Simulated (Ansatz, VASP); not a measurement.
# SnO2, level by level in two programs

```
CELL_PARAMETERS angstrom
1.61709 0.93363 4.80059
-1.61709 0.93363 4.80059
0.00000 -1.86726 4.80059
ATOMIC_POSITIONS crystal
Sn 0.50000 0.50000 0.50000
O 0.76283 0.76283 0.76283
O 0.23717 0.23717 0.23717
```

Single points on this cell with VASP 6.6.1 and Ansatz 0.2.0. Each row is one pair of runs. Alike in all rows: spin: off; k mesh: 10 × 10 × 10; VASP's potentials, cutoff: VASP PAW PBE potentials, release 64 (Sn_d, O), 520 eV; Ansatz's potentials, cutoff: Ansatz PAW, 420 eV.

```csv
level,smearing,"gap on the k mesh at the Fermi level (eV), VASP","gap on the k mesh at the Fermi level (eV), Ansatz","least direct gap on the mesh (eV), VASP","least direct gap on the mesh (eV), Ansatz","pressure (GPa), VASP","pressure (GPa), Ansatz"
PBE,"gaussian, width 0.013 eV",1.91,1.94,2.03,2.05,0.0,-0.6
PBE,"gaussian, width 0.014 eV",1.91,1.94,2.03,2.05,0.0,-0.6
PBE,"gaussian, width 0.015 eV",1.91,?,2.03,?,0.0,?
```

Q: Fill in what Ansatz gave in row 3.

A: gap on the k mesh at the Fermi level (eV): 1.94; least direct gap on the mesh (eV): 2.05; pressure (GPa): -0.6.
